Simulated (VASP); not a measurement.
# AlGaN2 (P-4m2) in VASP: a series of runs

The runs below take AlGaN2 through single point, with LDA.

Everything below comes from runs of VASP 6.6.1. Logs are shortened: lines on timing, memory, paths and dates and some standing lists are left out, and cuts for length are marked.

**1. The cell of the first run**

Symmetry: P-4m2, No. 115, tetragonal system. The conventional cell has a = 3.078 Å, b = 3.078 Å, c = 4.424 Å, α = 90.00°, β = 90.00°, γ = 90.00°. Within 2.5 Å of Al (site symmetry -4m2) lie 4 N at 1.87 Å. Ga (site symmetry -4m2) has 4 N at 1.93 Å within 2.6 Å. N (site symmetry 2mm) has 2 Al at 1.87 Å and 2 Ga at 1.93 Å within 2.5 Å.

**2. Single point, LDA (strain -0.0200 x Voigt [1, 1, 0, 0, 0, 0])**

INCAR reads:

```
PREC = Accurate
ENCUT = 520
EDIFF = 1E-6
ISMEAR = 0
SIGMA = 0.05
LREAL = F
LASPH = T
NELM = 60
ALGO = Normal
ISIF = 2
LWAVE = F
LCHARG = F
GGA = CA
NBANDS = 21
```

KPOINTS reads:

```
regular mesh
0
Gamma
  8 8 6
```

POSCAR reads:

```
AlGaN2
1.0
    3.0780595077      0.0000000000      0.0000000000
    0.0000000000      3.0780595077      0.0000000000
    0.0000000000      0.0000000000      4.4238379400
Al Ga N
1 1 2
Direct
    0.5000000000      0.5000000000      0.5000000000
    0.0000000000      0.0000000000      0.0000000000
    0.5000000000      0.0000000000      0.7382648100
    0.0000000000      0.5000000000      0.2617351900
```

Potentials or basis: VASP PAW LDA potentials, release 64 (Al, Ga_d, N).

Command:

```console
$ cat potpaw_LDA.64/Al/POTCAR potpaw_LDA.64/Ga_d/POTCAR potpaw_LDA.64/N/POTCAR > POTCAR
$ mpirun -np 1 vasp_std > vasp.out
```

OUTCAR:

```text
PREC = Accurate
   ENCUT = 520
   EDIFF = 1E-6
   ISMEAR = 0
   LREAL = F
   LASPH = T
   NELM = 60
   ISIF = 2
   GGA = CA

 ion  position               nearest neighbor table
   1  0.500  0.500  0.500-   3 1.87   4 1.87   3 1.87   4 1.87   2 3.10   2 3.10   2 3.10   2 3.10
                             2 3.10   2 3.10   2 3.10   2 3.10
   2  0.000  0.000  0.000-   3 1.93   4 1.93   4 1.93   3 1.93   1 3.10   1 3.10   1 3.10   1 3.10
                             1 3.10   1 3.10   1 3.10   1 3.10
   3  0.500  0.000  0.738-   1 1.87   1 1.87   2 1.93   2 1.93
   4  0.000  0.500  0.262-   1 1.87   1 1.87   2 1.93   2 1.93

  LATTYP: Found a simple tetragonal cell.
 ALAT       =     3.0780595077
 C/A-ratio  =     1.4372165090

  Lattice vectors:

 A1 = (   3.0780595077,   0.0000000000,   0.0000000000)
 A2 = (   0.0000000000,   3.0780595077,   0.0000000000)
 A3 = (   0.0000000000,   0.0000000000,   4.4238379400)

Analysis of symmetry for initial positions (statically):
=====================================================================
 Subroutine PRICEL returns:
 Original cell was already a primitive cell.

 Routine SETGRP: Setting up the symmetry group for a
 simple tetragonal supercell.

 Subroutine GETGRP returns: Found  8 space group operations
 (whereof  8 operations were pure point group operations)
 out of a pool of 16 trial point group operations.

The static configuration has the point symmetry D_2d.

Analysis of symmetry for dynamics (positions and initial velocities):
=====================================================================
 Subroutine PRICEL returns:
 Original cell was already a primitive cell.

 Routine SETGRP: Setting up the symmetry group for a
 simple tetragonal supercell.

 Subroutine GETGRP returns: Found  8 space group operations
 (whereof  8 operations were pure point group operations)
 out of a pool of 16 trial point group operations.

The dynamic configuration has the point symmetry D_2d.

 Subroutine INISYM returns: Found  8 space group operations
 (whereof  8 operations are pure point group operations),
 and found     1 'primitive' translations

----------------------------------------------------------------------------------------

                                     Primitive cell

  volume of cell :      41.9134

[... 85 lines left out ...]
   ICHARG =      2    charge: 1-file 2-atom 10-const
   ISPIN  =      1    spin polarized calculation?
   LNONCOLLINEAR =      F non collinear calculations
   LSORBIT =      F    spin-orbit coupling
   LASPH  =      T    aspherical Exc in radial PAW
   ENCUT  =  520.0 eV  38.22 Ry    6.18 a.u.   5.72  5.72  8.23*2*pi/ulx,y,z
   NELM   =     60;   NELMIN=  2; NELMDL= -5     # of ELM steps
   EDIFF  = 0.1E-05   stopping-criterion for ELM
   LREAL  =      F    real-space projection
   EDIFFG = 0.1E-04   stopping-criterion for IOM
   NSW    =      0    number of steps for IOM
   IBRION =     -1    ionic relax: 0-MD 1-quasi-New 2-CG
   NFREE  =      0    steps in history (QN), initial steepest desc. (CG)
   ISIF   =      2    stress and relaxation
   ISYM   =      2    0-nonsym 1-usesym 2-fastsym
   POTIM  = 0.5000    time-step for ionic-motion
   TEBEG  =    0.0;   TEEND  =   0.0 temperature during run
   PSTRESS=    0.0 pullay stress
   NELECT =      26.0000    total number of electrons
   NUPDOWN=      -1.0000    fix difference up-down
   EMIN   =  10.00;   EMAX   =-10.00  energy-range for DOS
   EFERMI =   0.00;   METHOD = LEGACY
   ISMEAR =     0;   SIGMA  =   0.05  broadening in eV -4-tet -1-fermi 0-gaus
   EFERMI_NEDOS =   21; number of points for ismear=-14 and -15
   IALGO  =     38    algorithm
   IMIX   =      4    mixing-type and parameters
     AMIX     =   0.40;   BMIX     =  1.00
     AMIX_MAG =   1.60;   BMIX_MAG =  1.00
  volume/ion in A,a.u.               =      10.48        70.71
  Fermi-wavevector in a.u.,A,eV,Ry     =   1.396202  2.638439 26.522919  1.949380
  Thomas-Fermi vector in A             =   2.519579
   LORBIT       =      0    0 simple, 1 ext, 2 COOP (PROOUT), +10 PAW based schemes
   GGA     = CA    functional components
   LHFCALC =     F    Hartree Fock is set to
   AEXX    =    0.0000 exact exchange contribution
   IVDW    =     0    specifies the selected vdW correction
   LEPSILON=     F    determine dielectric tensor
   LRPA    =     F    only Hartree local field effects (RPA)
 non-spin polarized calculation
 Gauss-broadening in eV      SIGMA  =   0.05
  energy-cutoff  :      520.00
  volume of cell :       41.91
 maximum number of plane-waves:      1148
 NGX is ok and might be reduce to    24
   NGX = 11   NGY = 11   NGZ = 17

 number of electron      26.0000002 magnetization

 Free energy of the ion-electron system (eV)
  ---------------------------------------------------
  ext. energy  EPLUGINS =         0.00000000
  ---------------------------------------------------
  free energy    TOTEN  =       -30.29815147 eV

  energy without entropy =      -30.29815147  energy(sigma->0) =      -30.29815147

 E-fermi :   6.0806     XC(G=0): -11.9217

 val. band max:        5.8447306048   @ k =   0.0000   0.0000   0.0000
 cond. band min:       8.9832590841   @ k =   0.0000   0.0000   0.0000
 fundamental gap:      3.1385284793
 Fermi energy:         6.0805831792

 k-point     1 :       0.0000    0.0000    0.0000
  band No.  band energies     occupation
      1      -9.8454      2.00000
      2      -8.3475      2.00000
      3      -7.2817      2.00000
      4      -7.2817      2.00000
      5      -7.2387      2.00000
      6      -7.0620      2.00000
[... 565 lines left out ...]
     20      18.1834      0.00000
     21      18.2684      0.00000

 [... further k-points ...]
[... 5 lines left out ...]
  --------------------------------------------------------------------------------------
  -------------------------------------------------------------------------------------
  Total        1.3501078      1.3501078      0.5498279      0.0000000      0.0000000     -0.0000000
  in kB       51.6090432     51.6090432     21.0176469      0.0000000      0.0000000     -0.0000000
  external PRESSURE =      41.4119111 kB  Pullay stress =       0.0000000 kB

 VOLUME and BASIS-vectors are now :
 -----------------------------------------------------------------------------
  energy-cutoff  :      520.00
  volume of cell :       41.91
      direct lattice vectors                 reciprocal lattice vectors
     3.078059508  0.000000000  0.000000000     0.324880009  0.000000000  0.000000000
     0.000000000  3.078059508  0.000000000     0.000000000  0.324880009  0.000000000
     0.000000000  0.000000000  4.423837940     0.000000000  0.000000000  0.226048064

 POSITION                                       TOTAL-FORCE (eV/Angst)
 -----------------------------------------------------------------------------------
      1.53903      1.53903      2.21192        -0.000000      0.000000      0.000000
      0.00000      0.00000      0.00000        -0.000000     -0.000000      0.000000
      1.53903      0.00000      3.26596         0.000000     -0.000000      0.215424
      0.00000      1.53903      1.15787        -0.000000     -0.000000     -0.215424
 -----------------------------------------------------------------------------------
    total drift:                                0.000000      0.000000     -0.000000

  FREE ENERGIE OF THE ION-ELECTRON SYSTEM (eV)
  ---------------------------------------------------
  free  energy   TOTEN  =       -30.2981514705 eV

  energy  without entropy=      -30.2981514705  energy(sigma->0) =      -30.29815147
```

Wall time 16 s (1 thread of Intel Xeon 6975P-C (Granite Rapids), shared host); peak memory 0.17 GiB.

What came out:

- Free energy: -30.2982 eV
- Pressure: 4.1 GPa
- Largest force: 0.215 eV/Å
- Band gap on the k mesh: 3.14 eV, direct

Forces in eV/Å, atoms in the order of the input:
```
Al   0.000  0.000  0.000
Ga   0.000  0.000  0.000
N    0.000  0.000  0.215
N    0.000  0.000 -0.215
```

Levels at points of the mesh, in eV from the valence-band top:
```csv
k point,band 9,band 10,band 11,band 12,band 13,band 14,band 15,band 16,band 17,band 18
"(0.00, 0.00, 0.00)",-2.36,-2.36,-0.35,0.00,0.00,3.14,3.59,7.87,11.34,11.34
"(0.50, 0.00, 0.00)",-4.63,-3.19,-3.13,-0.98,-0.65,7.20,7.35,8.25,8.67,10.15
"(0.50, 0.50, 0.00)",-5.08,-2.48,-2.46,-2.46,-2.44,3.18,3.18,6.23,8.71,12.79
"(0.00, 0.00, 0.50)",-2.66,-1.60,-1.60,-1.00,-1.00,5.33,5.44,8.11,9.46,11.10
"(0.50, 0.00, 0.50)",-6.48,-1.01,-0.96,-0.76,-0.53,5.37,6.74,9.28,9.60,10.31
"(0.50, 0.50, 0.50)",-4.50,-4.22,-3.42,-3.42,-3.41,6.04,6.04,9.03,10.90,10.95
```

Caveat: the cell differs from its parent crystal (strain -0.0200 x Voigt [1, 1, 0, 0, 0, 0]).

**3. Single point, LDA (strain -0.0150 x Voigt [1, 1, 0, 0, 0, 0])**

INCAR reads:

```
ALGO = Normal ; EDIFF = 1E-6
ENCUT = 520 ; GGA = CA
ISIF = 2 ; ISMEAR = 0
LASPH = T ; LCHARG = T
LELF = T ; LREAL = F
LVHAR = T ; LWAVE = F
NBANDS = 21 ; NELM = 60
PREC = Accurate ; SIGMA = 0.05
```

KPOINTS reads:

```
k-points
0
Gamma
  8 8 6
```

Edit POSCAR of step 2 so:

```diff
@@ -2,4 +2,4 @@
 1.0
-    3.0780595077      0.0000000000      0.0000000000
-    0.0000000000      3.0780595077      0.0000000000
+    3.0937638930      0.0000000000      0.0000000000
+    0.0000000000      3.0937638930      0.0000000000
     0.0000000000      0.0000000000      4.4238379400
```

Potentials or basis: VASP PAW LDA potentials, release 64 (Al, Ga_d, N).

Command:

```console
$ cat potpaw_LDA.64/Al/POTCAR potpaw_LDA.64/Ga_d/POTCAR potpaw_LDA.64/N/POTCAR > POTCAR
$ mpirun -np 1 vasp_std > vasp.out
```

Run time: 20 s. Hardware: 1 thread of Intel Xeon 6975P-C (Granite Rapids), shared host; peak memory 0.17 GiB.

It converged, with:

```yaml
Free_energy: -30.3088 eV
Pressure: 1.9 GPa
Largest_force: 0.204 eV/Å
Band_gap_on_the_k_mesh: 3.07 eV, direct
```

Forces in eV/Å, atoms in the order of the input:
```
Al   0.000  0.000  0.000
Ga   0.000  0.000  0.000
N    0.000  0.000  0.204
N    0.000  0.000 -0.204
```

Stress tensor (GPa, compression positive):
```
2.69 0.00 0.00
0.00 2.69 0.00
0.00 0.00 0.37
```

Levels at points of the mesh, in eV from the valence-band top:
```
           k point  band 10  band 11  band 12  band 13  band 14  band 15  band 16  band 17
(0.00, 0.00, 0.00)    -2.36    -0.33     0.00     0.00     3.07     3.56     7.77    11.27
(0.50, 0.00, 0.00)    -3.13    -3.08    -0.98    -0.66     7.16     7.27     8.17     8.57
(0.50, 0.50, 0.00)    -2.44    -2.41    -2.41    -2.40     3.19     3.19     6.21     8.68
(0.00, 0.00, 0.50)    -1.59    -1.59    -1.00    -1.00     5.29     5.41     8.03     9.36
(0.50, 0.00, 0.50)    -0.97    -0.96    -0.72    -0.54     5.30     6.67     9.23     9.53
(0.50, 0.50, 0.50)    -4.17    -3.38    -3.38    -3.38     6.06     6.06     8.94    10.85
```

Caveat: the cell differs from its parent crystal (strain -0.0150 x Voigt [1, 1, 0, 0, 0, 0]). A k mesh can miss the band edges.

**4. Single point, LDA (strain -0.0100 x Voigt [1, 1, 0, 0, 0, 0])**

INCAR reads:

```
ALGO = Normal
EDIFF = 1E-6
ENCUT = 520
GGA = CA
ISIF = 2
ISMEAR = 0
LASPH = True
LCHARG = False
LREAL = False
LWAVE = False
NBANDS = 21
NELM = 100
PREC = Accurate
SIGMA = 0.05
```

KPOINTS is that of step 3.

Edit POSCAR of step 3 so:

```diff
@@ -2,4 +2,4 @@
 1.0
-    3.0937638930      0.0000000000      0.0000000000
-    0.0000000000      3.0937638930      0.0000000000
+    3.1094682782      0.0000000000      0.0000000000
+    0.0000000000      3.1094682782      0.0000000000
     0.0000000000      0.0000000000      4.4238379400
```

Potentials or basis: VASP PAW LDA potentials, release 64 (Al, Ga_d, N).

Command:

```console
$ cat potpaw_LDA.64/Al/POTCAR potpaw_LDA.64/Ga_d/POTCAR potpaw_LDA.64/N/POTCAR > POTCAR
$ mpirun -np 1 vasp_std > vasp.out
```

OUTCAR:

```text
EDIFF = 1E-6
   ENCUT = 520
   GGA = CA
   ISIF = 2
   ISMEAR = 0
   LASPH = True
   LREAL = False
   NELM = 100
   PREC = Accurate

 ion  position               nearest neighbor table
   1  0.500  0.500  0.500-   3 1.88   4 1.88   3 1.88   4 1.88   2 3.12   2 3.12   2 3.12   2 3.12
                             2 3.12   2 3.12   2 3.12   2 3.12
   2  0.000  0.000  0.000-   3 1.94   4 1.94   4 1.94   3 1.94   1 3.12   1 3.12   1 3.12   1 3.12
                             1 3.12   1 3.12   1 3.12   1 3.12
   3  0.500  0.000  0.738-   1 1.88   1 1.88   2 1.94   2 1.94
[... 774 lines left out ...]
 [... further k-points ...]
[... 5 lines left out ...]
  --------------------------------------------------------------------------------------
  -------------------------------------------------------------------------------------
  Total        0.0862202      0.0862202     -0.3400791      0.0000000      0.0000000     -0.0000000
  in kB        3.2295947      3.2295947    -12.7385233      0.0000000      0.0000000     -0.0000000
  external PRESSURE =      -2.0931113 kB  Pullay stress =       0.0000000 kB

 VOLUME and BASIS-vectors are now :
 -----------------------------------------------------------------------------
  energy-cutoff  :      520.00
  volume of cell :       42.77
      direct lattice vectors                 reciprocal lattice vectors
     3.109468278  0.000000000  0.000000000     0.321598393  0.000000000  0.000000000
     0.000000000  3.109468278  0.000000000     0.000000000  0.321598393  0.000000000
     0.000000000  0.000000000  4.423837940     0.000000000  0.000000000  0.226048064

 POSITION                                       TOTAL-FORCE (eV/Angst)
 -----------------------------------------------------------------------------------
      1.55473      1.55473      2.21192         0.000000      0.000000      0.000000
      0.00000      0.00000      0.00000         0.000000     -0.000000      0.000000
      1.55473      0.00000      3.26596         0.000000     -0.000000      0.192038
      0.00000      1.55473      1.15787         0.000000     -0.000000     -0.192038
 -----------------------------------------------------------------------------------
    total drift:                                0.000000      0.000000      0.000000

  FREE ENERGIE OF THE ION-ELECTRON SYSTEM (eV)
  ---------------------------------------------------
  free  energy   TOTEN  =       -30.3131066265 eV

  energy  without entropy=      -30.3131066265  energy(sigma->0) =      -30.31310663
```

It took 17 s on 1 thread of Intel Xeon 6975P-C (Granite Rapids), shared host; peak memory 0.17 GiB.

What came out:

* Free energy: -30.3131 eV
* Pressure: -0.2 GPa
* Largest force: 0.192 eV/Å
* Band gap on the k mesh: 3.00 eV, direct

Forces on the atoms (eV/Å):
```
Al   0.000  0.000  0.000
Ga   0.000  0.000  0.000
N    0.000  0.000  0.192
N    0.000  0.000 -0.192
```

Stress tensor (GPa, compression positive):
```
 0.32  0.00  0.00
 0.00  0.32  0.00
 0.00  0.00 -1.27
```

Caveat: the cell differs from its parent crystal (strain -0.0100 x Voigt [1, 1, 0, 0, 0, 0]). A k mesh can miss the band edges.

(Continued in part 2 of 3.)
